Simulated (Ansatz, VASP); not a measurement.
Given: the input of a run of VASP 6.6.1 on HgTe.

The input POSCAR:

```
HgTe
1.0
    0.0000000000      3.2145000000      3.2145000000
    3.2145000000      0.0000000000      3.2145000000
    3.2145000000      3.2145000000      0.0000000000
Hg Te
1 1
Direct
    0.0000000000      0.0000000000      0.0000000000
    0.7500000000      0.7500000000      0.7500000000
```

File INCAR.step1:

```
PREC = Accurate ; ENCUT = 520
ISMEAR = -1 ; SIGMA = 0.05
LREAL = F ; LASPH = T
NELM = 80 ; NBANDS = 16
GGA = PE ; ALGO = Normal
EDIFF = 1E-4 ; LWAVE = T
LCHARG = F
```

INCAR.step2

```
PREC = Accurate ; ENCUT = 520
EDIFF = 1E-6 ; ISMEAR = -1
SIGMA = 0.05 ; LREAL = F
LASPH = T ; NELM = 80
ALGO = Normal ; ISIF = 2
LWAVE = F ; LCHARG = T
METAGGA = R2SCAN ; LMIXTAU = T
LELF = T ; LVHAR = T
NBANDS = 16 ; ISTART = 1
```

KPOINTS

```
regular mesh
0
Gamma
  6 6 6
```

Potentials or basis: VASP PAW PBE potentials, release 64 (Hg, Te).

Launch:

```bash
$ cat potpaw_PBE.64/Hg/POTCAR potpaw_PBE.64/Te/POTCAR > POTCAR
$ cp INCAR.step1 INCAR
$ mpirun -np 1 vasp_std > vasp.out
$ cp INCAR.step2 INCAR
$ mpirun -np 1 vasp_std > vasp.out
```

Question: Set up the same calculation for Ansatz 0.2.0. Potentials there: Ansatz PAW.

Answer: As run (the cutoff follows the program's own potentials):

File input.yaml:

```yaml
crystal:
  lattice:
    - [0.0, 3.2145, 3.2145]
    - [3.2145, 0.0, 3.2145]
    - [3.2145, 3.2145, 0.0]
  atoms:
    - { symbol: Hg, position: [0.0, 0.0, 0.0] }
    - { symbol: Te, position: [0.75, 0.75, 0.75] }
hamiltonian:
  xc: r2scan
  pseudopotentials: { kind: paw }
kpoints:
  mp_grid: { grid: [6, 6, 6] }
scf:
  occupations: { method: fermi_dirac, width: 0.05 }
output:
  forces: true
  stress: true
  eigenvalues: true
```

Potentials or basis: Ansatz PAW.

Command:

```bash
$ ansatz run input.yaml --threads 1 --pin off --max-ram 3584MiB --backend cpu --events-out ev --progress --plain --runs-dir out
```

Both were run:

|  | VASP | Ansatz | Ansatz less VASP |
| --- | --- | --- | --- |
| gap on the k mesh at the Fermi level (eV) | none | none | - |
| pressure (GPa) | 3.3 | 3.2 | -0.08 |

VASP's potentials were made for PBE, not for r2SCAN. A gap of «none» marks a metal or a gap that the smearing closes. The functional is the same, so the differences come from potentials, cutoffs and numerics. VASP's potentials hold 18 valence electrons a cell and Ansatz's 36, so a difference there can come from the potentials and not from the codes.

Neither program's run includes spin-orbit coupling.
